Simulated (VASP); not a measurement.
# GdSn (Pm-3m) in VASP: a series of runs, part 2 of 2

VASP 6.6.1. The steps go on from the part before.

**4. Single point, PBE+U, collinear spin, ferromagnetic start (27.97 Å³/atom)**

This run uses another cell than the first one, of 27.97 Å³/atom.

INCAR

```
SYSTEM = GdSn
ALGO     = Normal         ! electronic algorithm
EDIFF    = 1E-7           ! SCF threshold, eV
ENCUT    = 520            ! plane-wave cutoff, eV
GGA      = PE             ! functional
ISIF     = 2              ! what is computed and relaxed
ISMEAR   = 0              ! smearing method
ISPIN    = 2              ! spin polarisation
LASPH    = .TRUE.         ! aspherical terms in the spheres
LCHARG   = .FALSE.        ! write CHGCAR
LDAU     = .TRUE.         ! DFT+U
LDAUJ    = 0 0          
LDAUL    = 3 -1           ! shell
LDAUPRINT= 1            
LDAUTYPE = 2            
LDAUU    = 6 0            ! U, eV
LMAXMIX  = 6              ! l up to which the mixer works
LORBIT   = 11             ! projections on sites
LREAL    = .FALSE.        ! projectors in reciprocal space
LWAVE    = .FALSE.        ! write WAVECAR
MAGMOM   = 8.03 -0.01     ! initial moments
NBANDS   = 27             ! bands
NELM     = 150            ! most SCF steps
PREC     = Accurate       ! precision mode
SIGMA    = 0.05           ! smearing width, eV
```

KPOINTS

```
k-points
0
G
  8 8 8
  0 0 0
```

POSCAR

```
GdSn
1.0
    3.8246667891      0.0000000000      0.0000000000
    0.0000000000      3.8246667891      0.0000000000
    0.0000000000      0.0000000000      3.8246667891
Gd Sn
1 1
Direct
    0.0000000000      0.0000000000      0.0000000000
    0.5000000000      0.5000000000      0.5000000000
```

Potentials or basis: VASP PAW PBE potentials, release 64 (Gd, Sn_d).

Command:

```console
$ cat potpaw_PBE.64/Gd/POTCAR potpaw_PBE.64/Sn_d/POTCAR > POTCAR
$ mpirun -np 1 vasp_std > vasp.out
```

OUTCAR:

```text
SYSTEM = GdSn
   EDIFF = 1E-7
   ENCUT = 520
   GGA = PE
   ISIF = 2
   ISMEAR = 0
   ISPIN = 2
   LASPH = .TRUE.
   LORBIT = 11
   LREAL = .FALSE.
   NELM = 150
   PREC = Accurate

 ion  position               nearest neighbor table
   1  0.000  0.000  0.000-   2 3.31   2 3.31   2 3.31   2 3.31   2 3.31   2 3.31   2 3.31   2 3.31

   2  0.500  0.500  0.500-   1 3.31   1 3.31   1 3.31   1 3.31   1 3.31   1 3.31   1 3.31   1 3.31

  LATTYP: Found a simple cubic cell.
 ALAT       =     3.8246667891

  Lattice vectors:

 A1 = (   3.8246667891,   0.0000000000,   0.0000000000)
 A2 = (   0.0000000000,   3.8246667891,   0.0000000000)
 A3 = (   0.0000000000,   0.0000000000,   3.8246667891)

Analysis of symmetry for initial positions (statically):
=====================================================================
 Subroutine PRICEL returns:
 Original cell was already a primitive cell.

 Routine SETGRP: Setting up the symmetry group for a
[... 1677 lines left out ...]
     26      12.3179      0.00000
     27      14.8103      0.00000

 [... further k-points ...]

------------------------ aborting loop because EDIFF is reached ----------------------------------------

  FORCE on cell =-STRESS in cart. coord.  units (eV):
  Direction    XX          YY          ZZ          XY          YZ          ZX
  --------------------------------------------------------------------------------------
  -------------------------------------------------------------------------------------
  Total        0.0486959      0.0486959      0.0486959     -0.0000000     -0.0000000     -0.0000000
  in kB        1.3945107      1.3945107      1.3945107     -0.0000000     -0.0000000     -0.0000000
  external PRESSURE =       1.3945107 kB  Pullay stress =       0.0000000 kB

 VOLUME and BASIS-vectors are now :
 -----------------------------------------------------------------------------
  energy-cutoff  :      520.00
  volume of cell :       55.95
      direct lattice vectors                 reciprocal lattice vectors
     3.824666789  0.000000000  0.000000000     0.261460685  0.000000000  0.000000000
     0.000000000  3.824666789  0.000000000     0.000000000  0.261460685  0.000000000
     0.000000000  0.000000000  3.824666789     0.000000000  0.000000000  0.261460685

 POSITION                                       TOTAL-FORCE (eV/Angst)
 -----------------------------------------------------------------------------------
      0.00000      0.00000      0.00000         0.000000      0.000000      0.000000
      1.91233      1.91233      1.91233         0.000000      0.000000      0.000000
 -----------------------------------------------------------------------------------
    total drift:                                0.000000      0.000000      0.000000

  FREE ENERGIE OF THE ION-ELECTRON SYSTEM (eV)
  ---------------------------------------------------
  free  energy   TOTEN  =       -16.3768537741 eV

  energy  without entropy=      -16.3733531448  energy(sigma->0) =      -16.37510346

 total charge

# of ion       s       p       d       f       tot
--------------------------------------------------
    1        2.040   5.594   0.586   6.944  15.165
    2        1.194   1.176   9.952   0.000  12.323
--------------------------------------------------
tot          3.235   6.771  10.538   6.944  27.488

 magnetization (x)

# of ion       s       p       d       f       tot
--------------------------------------------------
    1        0.003  -0.084   0.191   6.910   7.019
    2       -0.011  -0.026   0.006   0.000  -0.031
--------------------------------------------------
tot         -0.008  -0.110   0.197   6.910   6.989
```

OSZICAR:

```text
N       E                     dE             d eps       ncg     rms          rms(c)
DAV:   1     0.240733429758E+03    0.24073E+03   -0.13029E+04  5090   0.572E+03
DAV:   2     0.310908122428E+02   -0.20964E+03   -0.18447E+03  4862   0.549E+02
DAV:   3    -0.766717468490E+01   -0.38758E+02   -0.37954E+02  5748   0.160E+02
[... 11 lines left out ...]
DAV:  15    -0.163768503667E+02    0.37574E-05   -0.70196E-05  6133   0.871E-02    0.144E-01
DAV:  16    -0.163768541948E+02   -0.38281E-05   -0.69799E-06  6890   0.339E-02    0.828E-02
DAV:  17    -0.163768540822E+02    0.11253E-06   -0.16388E-06  5688   0.214E-02    0.126E-02
DAV:  18    -0.163768539021E+02    0.18011E-06   -0.26981E-07  4704   0.795E-03    0.102E-02
DAV:  19    -0.163768537042E+02    0.19794E-06   -0.15577E-07  3836   0.470E-03    0.363E-03
DAV:  20    -0.163768537741E+02   -0.69858E-07   -0.41422E-08  2568   0.471E-03
   1 F= -.16376854E+02 E0= -.16375103E+02  d E =-.350063E-02  mag=     7.4598
```

Run time: 2.6 min. Hardware: 1 thread of Oxide Virtual Turin-like, shared host; peak memory 0.21 GiB.

Results:

| Item | Value |
| --- | --- |
| Free energy | -16.3769 eV |
| Pressure | 0.1 GPa |
| Net moment | 7.46 μB per cell |
| Site moments | Gd +7.02; Sn -0.03 μB |
| Valence electrons inside the program's atomic spheres | Gd 15.16; Sn 12.32 |

Eigenvalues of the final occupation matrices:
| site | spin | trace | eigenvalues |
| --- | --- | --- | --- |
| site 1 f | 1 | 6.93 | 0.99 0.99 0.99 0.99 0.99 0.99 0.99 |
| site 1 f | 2 | 0.02 | 0.00 0.00 0.00 0.00 0.00 0.00 0.01 |

Caveat: spin-orbit coupling is left out, which moves the levels of the heavy elements. The state reached can hang on the start; a lower one may exist.

**5. Single point, PBE+U, collinear spin, ferromagnetic start**

This run uses another cell than the first one, of 27.97 Å³/atom.

INCAR

```
PREC = Accurate ; ENCUT = 520
EDIFF = 1E-6 ; ISMEAR = 0
SIGMA = 0.05 ; LREAL = F
LASPH = T ; NELM = 150
ALGO = Normal ; ISIF = 2
LWAVE = F ; LCHARG = F
ISPIN = 2 ; MAGMOM = 0.5 0
LORBIT = 11 ; LMAXMIX = 6
LDAU = T ; LDAUTYPE = 2
LDAUL = 3 -1 ; LDAUU = 6 0
LDAUJ = 0 0 ; LDAUPRINT = 1
GGA = PE ; NBANDS = 27
```

KPOINTS

```
Automatic mesh
0
Gamma
  8 8 8
```

POSCAR is that of step 4.

Command:

```console
$ cat potpaw_PBE.64/Gd/POTCAR potpaw_PBE.64/Sn_d/POTCAR > POTCAR
$ mpirun -np 1 vasp_std > vasp.out
```

Wall time 2.2 min (1 thread of Oxide Virtual Turin-like, shared host); peak memory 0.21 GiB.

Results (log left out):

```
Free energy                                           : -16.3769 eV
Pressure                                              : 0.1 GPa
Net moment                                            : 7.46 μB per cell
Site moments                                          : Gd +7.02; Sn -0.03 μB
Valence electrons inside the program's atomic spheres : Gd 15.16; Sn 12.32
```

Levels at points of the mesh, in eV from the Fermi level:
Spin up:
```csv
k point,band 18,band 19,band 20,band 21,band 22,band 23
"(0.00, 0.00, 0.00)",-0.98,-0.98,1.63,1.63,1.63,3.04
"(0.50, 0.00, 0.00)",-4.78,-0.40,-0.25,-0.25,3.19,4.13
"(0.50, 0.50, 0.00)",-2.21,-2.21,-1.12,1.55,1.55,3.33
"(0.50, 0.50, 0.50)",-3.32,-3.32,-3.32,3.28,3.28,3.28
```
Spin down:
```csv
k point,band 10,band 11,band 12,band 13,band 14,band 15
"(0.00, 0.00, 0.00)",-9.09,-0.11,-0.11,1.44,1.44,1.44
"(0.50, 0.00, 0.00)",-7.20,-4.40,0.20,0.20,0.63,2.57
"(0.50, 0.50, 0.00)",-6.95,-1.99,-1.99,-0.26,2.20,2.40
"(0.50, 0.50, 0.50)",-5.22,-3.07,-3.07,-3.07,2.81,2.81
```

Eigenvalues of the final occupation matrices:
| site | spin | trace | eigenvalues |
| --- | --- | --- | --- |
| site 1 f | 1 | 6.93 | 0.99 0.99 0.99 0.99 0.99 0.99 0.99 |
| site 1 f | 2 | 0.02 | 0.00 0.00 0.00 0.00 0.00 0.00 0.01 |

Caveat: spin-orbit coupling is left out, which moves the levels of the heavy elements.

**6. Summary**

```tsv
cell	gap on the mesh (eV)	pressure (GPa)	moment (μB)
a = 3.773 Å, 2 atoms	none	2.7	7.50
a = 3.799 Å, 2 atoms	none	1.4	7.47
a = 3.825 Å, 2 atoms	none	0.1	7.46
```

Alike in all rows: task single point; level PBE+U; potentials or basis VASP PAW PBE potentials, release 64 (Gd, Sn_d); spin collinear, ferromagnetic start; Gd f U = 6.0 eV; k mesh 8 × 8 × 8; cutoff (eV) 520; smearing gaussian 0.05 eV.

Caveats: spin-orbit coupling is left out, which moves the levels of the heavy elements.

Absolute energies hang on the potentials; compare differences alone.
